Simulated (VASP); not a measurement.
# Na2S (Fm-3m) in VASP: further runs, part 2 of 3

VASP 6.6.1.

### 3 Single point, r2SCAN

POSCAR reads:

```
Na2S
1.0
    0.0000000000      3.2554286299      3.2554286299
    3.2554286299      0.0000000000      3.2554286299
    3.2554286299      3.2554286299      0.0000000000
Na S
2 1
Direct
    0.2500000000      0.2500000000      0.2500000000
    0.7500000000      0.7500000000      0.7500000000
    0.0000000000      0.0000000000      0.0000000000
```

INCAR.step1 reads:

```
PREC = Accurate
ENCUT = 550
ISMEAR = 0
SIGMA = 0.01
LREAL = F
LASPH = T
NELM = 120
NBANDS = 17
GGA = PE
ALGO = Normal
EDIFF = 1E-5
LWAVE = T
LCHARG = F
GGA_COMPAT = F
```

INCAR.step2 reads:

```
PREC = Accurate
ENCUT = 550
EDIFF = 1E-6
ISMEAR = 0
SIGMA = 0.01
LREAL = F
LASPH = T
NELM = 120
ALGO = Normal
ISIF = 2
LWAVE = F
LCHARG = T
METAGGA = R2SCAN
LMIXTAU = T
LELF = T
LVHAR = T
NBANDS = 17
ISTART = 1
GGA_COMPAT = F
```

KPOINTS reads:

```
Automatic mesh
0
Gamma
  6 6 6
```

Potentials or basis: VASP PAW PBE potentials, release 64 (Na_pv, S).

On the command line:

```console
> cat potpaw_PBE.64/Na_pv/POTCAR potpaw_PBE.64/S/POTCAR > POTCAR
> cp INCAR.step1 INCAR
> mpirun -np 1 vasp_std > vasp.out
> cp INCAR.step2 INCAR
> mpirun -np 1 vasp_std > vasp.out
```

It took 38 s on 1 thread of Intel Xeon 6975P-C (Granite Rapids), shared host; peak memory 0.2 GiB.

Results (log left out):

| Item | Value |
| --- | --- |
| Free energy | -18.9673 eV |
| Pressure | -0.1 GPa |
| Band gap on the k mesh | 3.11 eV, direct |

Levels at points of the mesh, in eV from the valence-band top:
```
           k point  band 6  band 7  band 8  band 9  band 10  band 11  band 12  band 13  band 14  band 15
(0.00, 0.00, 0.00)  -22.97  -10.58    0.00    0.00     0.00     3.11     8.47     8.47     8.47     9.86
(0.50, 0.00, 0.00)  -23.00  -10.32   -1.63   -0.12    -0.12     5.57     6.98     7.69     7.69    12.08
(0.50, 0.50, 0.00)  -22.96  -10.24   -1.44   -0.45    -0.45     4.20     6.77     9.43    10.61    10.61
```

Caveat: the PAW data sets were made with another functional, which shifts forces and pressure a little. r2SCAN opens gaps a little over a GGA but as a rule still falls short of measured ones.

### 4 Single point, PBE-based screened hybrid

POSCAR is that of step 3.

INCAR.step1 reads:

```
PREC = Accurate
ENCUT = 400
EDIFF = 1E-5
ISMEAR = 0
SIGMA = 0.01
LREAL = False
LASPH = True
NELM = 120
ALGO = Normal
ISIF = 2
LWAVE = True
GGA = PE
NBANDS = 17
GGA_COMPAT = False
```

INCAR.step2 reads:

```
PREC = Accurate
ENCUT = 400
EDIFF = 1E-6
ISMEAR = 0
SIGMA = 0.01
LREAL = False
LASPH = True
NELM = 120
ALGO = Normal
ISIF = 2
LWAVE = False
LCHARG = True
GGA = PE
LHFCALC = True
AEXX = 0.35
HFSCREEN = 0.3
PRECFOCK = Normal
LELF = True
LVHAR = True
ISTART = 1
NBANDS = 17
GGA_COMPAT = False
```

KPOINTS reads:

```
Automatic mesh
0
Gamma
  4 4 4
```

Potentials or basis: VASP PAW PBE potentials, release 64 (Na_pv, S).

On the command line:

```console
> cat potpaw_PBE.64/Na_pv/POTCAR potpaw_PBE.64/S/POTCAR > POTCAR
> cp INCAR.step1 INCAR
> mpirun -np 1 vasp_std > vasp.out
> cp INCAR.step2 INCAR
> mpirun -np 1 vasp_std > vasp.out
```

OUTCAR:

```text
PREC = Accurate
   ENCUT = 400
   EDIFF = 1E-6
   ISMEAR = 0
   LREAL = False
   LASPH = True
   NELM = 120
   ISIF = 2
   GGA = PE
   LHFCALC = True
   AEXX = 0.35
   HFSCREEN = 0.3
   PRECFOCK = Normal
   ISTART = 1

 ion  position               nearest neighbor table
   1  0.250  0.250  0.250-
   2  0.750  0.750  0.750-
   3  0.000  0.000  0.000-

  LATTYP: Found a face centered cubic cell.
 ALAT       =     6.5108572598

  Lattice vectors:

 A1 = (   0.0000000000,   3.2554286299,   3.2554286299)
 A2 = (   3.2554286299,   0.0000000000,   3.2554286299)
 A3 = (   3.2554286299,   3.2554286299,   0.0000000000)

Analysis of symmetry for initial positions (statically):
=====================================================================
 Subroutine PRICEL returns:
 Original cell was already a primitive cell.

 Routine SETGRP: Setting up the symmetry group for a
 face centered cubic supercell.

[... 154 lines left out ...]
  ---------------------------------------------------
  free energy    TOTEN  =       -11.72160196 eV

  energy without entropy =      -11.72160196  energy(sigma->0) =      -11.72160196

 E-fermi :  -0.4776     XC(G=0):  -6.2530

 val. band max:       -0.5842375265   @ k =   0.0000   0.0000   0.0000
 cond. band min:       3.0578266392   @ k =   0.0000   0.0000   0.0000
 fundamental gap:      3.6420641657
 Fermi energy:        -0.4775530751

 k-point     1 :       0.0000    0.0000    0.0000
  band No.  band energies     occupation
      1     -25.9628      2.00000
      2     -25.9628      2.00000
      3     -25.9628      2.00000
      4     -25.9125      2.00000
      5     -25.9125      2.00000
      6     -25.9125      2.00000
[... 137 lines left out ...]
      4     -25.9399      2.00000
      5     -25.9027      2.00000
      6     -25.9021      2.00000
[... 9 lines left out ...]
     16      11.5755      0.00000
     17      13.0465      0.00000

------------------------ aborting loop because EDIFF is reached ----------------------------------------

  FORCE on cell =-STRESS in cart. coord.  units (eV):
  Direction    XX          YY          ZZ          XY          YZ          ZX
  --------------------------------------------------------------------------------------
  -------------------------------------------------------------------------------------
  Total       -0.0657172     -0.0657172     -0.0657172      0.0000000     -0.0000000     -0.0000000
  in kB       -1.5259328     -1.5259328     -1.5259328      0.0000000     -0.0000000     -0.0000000
  external PRESSURE =      -1.5259328 kB  Pullay stress =       0.0000000 kB

 VOLUME and BASIS-vectors are now :
 -----------------------------------------------------------------------------
  energy-cutoff  :      400.00
  volume of cell :       69.00
      direct lattice vectors                 reciprocal lattice vectors
     0.000000000  3.255428630  3.255428630    -0.153589606  0.153589606  0.153589606
     3.255428630  0.000000000  3.255428630     0.153589606 -0.153589606  0.153589606
     3.255428630  3.255428630  0.000000000     0.153589606  0.153589606 -0.153589606

 POSITION                                       TOTAL-FORCE (eV/Angst)
 -----------------------------------------------------------------------------------
      1.62771      1.62771      1.62771         0.000000      0.000000      0.000000
      4.88314      4.88314      4.88314        -0.000000     -0.000000     -0.000000
      0.00000      0.00000      0.00000        -0.000000     -0.000000     -0.000000
 -----------------------------------------------------------------------------------
    total drift:                                0.000000     -0.000001     -0.000000

  FREE ENERGIE OF THE ION-ELECTRON SYSTEM (eV)
  ---------------------------------------------------
  free  energy   TOTEN  =       -11.7216019583 eV

  energy  without entropy=      -11.7216019583  energy(sigma->0) =      -11.72160196
```

OUTCAR.step1:

```text
PREC = Accurate
   ENCUT = 400
   EDIFF = 1E-5
   ISMEAR = 0
   LREAL = False
[... 366 lines left out ...]
      1.62771      1.62771      1.62771         0.000000      0.000000      0.000000
      4.88314      4.88314      4.88314        -0.000000     -0.000000     -0.000000
      0.00000      0.00000      0.00000         0.000000      0.000000      0.000000
 -----------------------------------------------------------------------------------
    total drift:                                0.000000     -0.000000      0.000000

  FREE ENERGIE OF THE ION-ELECTRON SYSTEM (eV)
  ---------------------------------------------------
  free  energy   TOTEN  =        -9.9671064898 eV

  energy  without entropy=       -9.9671064898  energy(sigma->0) =       -9.96710649
```

OSZICAR.step1:

```text
N       E                     dE             d eps       ncg     rms          rms(c)
DAV:   1     0.142103800872E+03    0.14210E+03   -0.90683E+03   272   0.995E+02
DAV:   2     0.679231405615E+00   -0.14142E+03   -0.13726E+03   280   0.300E+02
DAV:   3    -0.105603586170E+02   -0.11240E+02   -0.11190E+02   333   0.849E+01
DAV:   4    -0.108133420943E+02   -0.25298E+00   -0.25263E+00   331   0.132E+01
DAV:   5    -0.108171378307E+02   -0.37957E-02   -0.37945E-02   363   0.164E+00    0.370E+00
DAV:   6    -0.100102001257E+02    0.80694E+00   -0.15768E+00   348   0.550E+00    0.298E+00
DAV:   7    -0.995606879824E+01    0.54131E-01   -0.23691E-01   309   0.206E+00    0.194E+00
DAV:   8    -0.996538195536E+01   -0.93132E-02   -0.17206E-02   305   0.107E+00    0.527E-01
DAV:   9    -0.996535740816E+01    0.24547E-04   -0.45702E-04   357   0.157E-01    0.418E-01
DAV:  10    -0.996704024161E+01   -0.16828E-02   -0.33482E-03   281   0.328E-01    0.177E-01
DAV:  11    -0.996707558709E+01   -0.35345E-04   -0.62700E-05   340   0.711E-02    0.628E-02
DAV:  12    -0.996710669176E+01   -0.31105E-04   -0.55673E-05   291   0.473E-02    0.786E-03
DAV:  13    -0.996710648981E+01    0.20195E-06   -0.56138E-06   243   0.114E-02
   1 F= -.99671065E+01 E0= -.99671065E+01  d E =-.340404E-23
```

Wall time 2.2 min (1 thread of Intel Xeon 6975P-C (Granite Rapids), shared host); peak memory 0.26 GiB.

What came out:

```yaml
Free_energy: -11.7216 eV
Pressure: -0.2 GPa
Band_gap_on_the_k_mesh: 3.64 eV, direct
```

Caveat: the PAW data sets were made with another functional, which shifts forces and pressure a little.

### 5 Single point, PBE-based screened hybrid

POSCAR is that of step 4.

INCAR.step1 reads:

```
SYSTEM = Na2S
  PREC = Accurate
  ENCUT = 400
  EDIFF = 1E-5
  ISMEAR = 0
  SIGMA = 0.01
  LREAL = .FALSE.
  LASPH = .TRUE.
  NELM = 120
  ALGO = Normal
  ISIF = 2
  LWAVE = .TRUE.
  LCHARG = .FALSE.
  GGA = PE
  NBANDS = 17
  GGA_COMPAT = .FALSE.
```

INCAR.step2 reads:

```
SYSTEM = Na2S
  PREC = Accurate
  ENCUT = 400
  EDIFF = 1E-6
  ISMEAR = 0
  SIGMA = 0.01
  LREAL = .FALSE.
  LASPH = .TRUE.
  NELM = 120
  ALGO = Normal
  ISIF = 2
  LWAVE = .FALSE.
  LCHARG = .FALSE.
  GGA = PE
  LHFCALC = .TRUE.
  AEXX = 0.05
  HFSCREEN = 0.1
  PRECFOCK = Normal
  ISTART = 1
  NBANDS = 17
  GGA_COMPAT = .FALSE.
```

KPOINTS reads:

```
Automatic mesh
0
G
  4 4 4
  0 0 0
```

On the command line:

```console
> cat potpaw_PBE.64/Na_pv/POTCAR potpaw_PBE.64/S/POTCAR > POTCAR
> cp INCAR.step1 INCAR
> mpirun -np 1 vasp_std > vasp.out
> cp INCAR.step2 INCAR
> mpirun -np 1 vasp_std > vasp.out
```

It took 96 s on 1 thread of Intel Xeon 6975P-C (Granite Rapids), shared host; peak memory 0.26 GiB.

The run converged. Its results:

```
Free energy            : -10.3546 eV
Pressure               : 0.5 GPa
Band gap on the k mesh : 2.78 eV, direct
```

Levels at points of the mesh, in eV from the valence-band top:
```csv
k point,band 7,band 8,band 9,band 10,band 11,band 12,band 13,band 14
"(0.00, 0.00, 0.00)",-10.38,0.00,0.00,0.00,2.78,8.09,8.09,8.09
"(0.50, 0.00, 0.00)",-10.12,-1.70,-0.14,-0.14,5.13,6.79,7.47,7.47
"(0.50, 0.50, 0.00)",-10.04,-1.52,-0.47,-0.47,4.10,6.34,8.91,10.19
```

Caveat: the PAW data sets were made with another functional, which shifts forces and pressure a little.

### 6 Single point, PBE-based global hybrid

POSCAR is that of step 5.

INCAR.step1 reads:

```
SYSTEM = Na2S
PREC = Accurate ; ENCUT = 400
EDIFF = 1E-5 ; ISMEAR = 0
SIGMA = 0.01 ; LREAL = .FALSE.
LASPH = .TRUE. ; NELM = 120
ALGO = Normal ; ISIF = 2
LWAVE = .TRUE. ; LCHARG = .FALSE.
NBANDS = 17 ; GGA = PE
GGA_COMPAT = .FALSE.
```

INCAR.step2 reads:

```
SYSTEM = Na2S
PREC = Accurate ; ENCUT = 400
EDIFF = 1E-6 ; ISMEAR = 0
SIGMA = 0.01 ; LREAL = .FALSE.
LASPH = .TRUE. ; NELM = 120
ALGO = Normal ; ISIF = 2
LWAVE = .FALSE. ; LCHARG = .FALSE.
GGA = PE ; LHFCALC = .TRUE.
AEXX = 0.1 ; PRECFOCK = Normal
NBANDS = 17 ; ISTART = 1
GGA_COMPAT = .FALSE.
```

KPOINTS reads:

```
regular mesh
0
G
  4 4 4
  0 0 0
```

Potentials or basis: VASP PAW PBE potentials, release 64 (Na_pv, S).

On the command line:

```console
> cat potpaw_PBE.64/Na_pv/POTCAR potpaw_PBE.64/S/POTCAR > POTCAR
> cp INCAR.step1 INCAR
> mpirun -np 1 vasp_std > vasp.out
> cp INCAR.step2 INCAR
> mpirun -np 1 vasp_std > vasp.out
```

It took 97 s on 1 thread of Intel Xeon 6975P-C (Granite Rapids), shared host; peak memory 0.17 GiB.

It converged, with:

```yaml
Free_energy: -10.9369 eV
Pressure: 0.4 GPa
Band_gap_on_the_k_mesh: 3.20 eV, direct
```

Levels at points of the mesh, in eV from the valence-band top:
```tsv
k point	band 8	band 9	band 10	band 11	band 12	band 13
(0.00, 0.00, 0.00)	0.00	0.00	0.00	3.20	8.56	8.56
(0.50, 0.00, 0.00)	-1.73	-0.14	-0.14	5.58	7.23	7.92
(0.50, 0.50, 0.00)	-1.55	-0.49	-0.49	4.50	6.80	9.41
```

Caveat: the PAW data sets were made with another functional, which shifts forces and pressure a little.

(Continued in part 3 of 3.)
